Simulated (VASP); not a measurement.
## Mg5Te2: single point with PBE

The system is Mg5Te2.

```
Mg Te
1.0
     3.12100    1.80191    5.35278
    -3.12100    1.80191    5.35278
     0.00000   -3.60382    5.35278
Mg Te
5 2
Direct
  0.17674 0.17674 0.17674
  0.82326 0.82326 0.82326
  0.50000 0.50000 0.00000
  0.00000 0.50000 0.50000
  0.50000 0.00000 0.50000
  0.00000 0.00000 0.00000
  0.50000 0.50000 0.50000
```

- Program: VASP 6.6.1
- Task: single point
- Functional: PBE
- Potentials or basis: VASP PAW PBE potentials, release 64 (Mg, Te)
- Cutoff: 600 eV
- k mesh: 3 × 3 × 3
- Occupations: gaussian, width 0.1 eV
- Spin: no spin polarisation

```json
{
 "Pressure": "-0.3 GPa",
 "Largest force": "0.069 eV/Å",
 "Band gap on the k mesh": "zero (band 11 reaches 4.90 eV, above the bottom of band 12 at 3.31 eV)"
}
```

Forces on the atoms (eV/Å):
```
Mg   0.000  0.000  0.069
Mg   0.000  0.000 -0.069
Mg   0.000  0.000  0.000
Mg   0.000  0.000  0.000
Mg   0.000  0.000  0.000
Te   0.000  0.000  0.000
Te   0.000  0.000  0.000
```

Stress tensor (GPa, compression positive):
```
-0.39  0.00  0.00
 0.00 -0.39  0.00
 0.00  0.00 -0.14
```

Levels at points of the mesh, in eV from the Fermi level:
```tsv
k point	band 8	band 9	band 10	band 11	band 12	band 13	band 14	band 15
(0.00, 0.00, 0.00)	-3.05	-3.05	-2.07	-1.76	-1.33	-1.33	0.52	0.52
```

It took 110 s on 1 thread of Intel Xeon 8259CL, with other jobs on the host, peak memory 0.38 GiB.

Caveat: the k points lie up to 0.41 Å⁻¹ apart; spin-orbit coupling is left out, which moves the levels of the heavy elements.
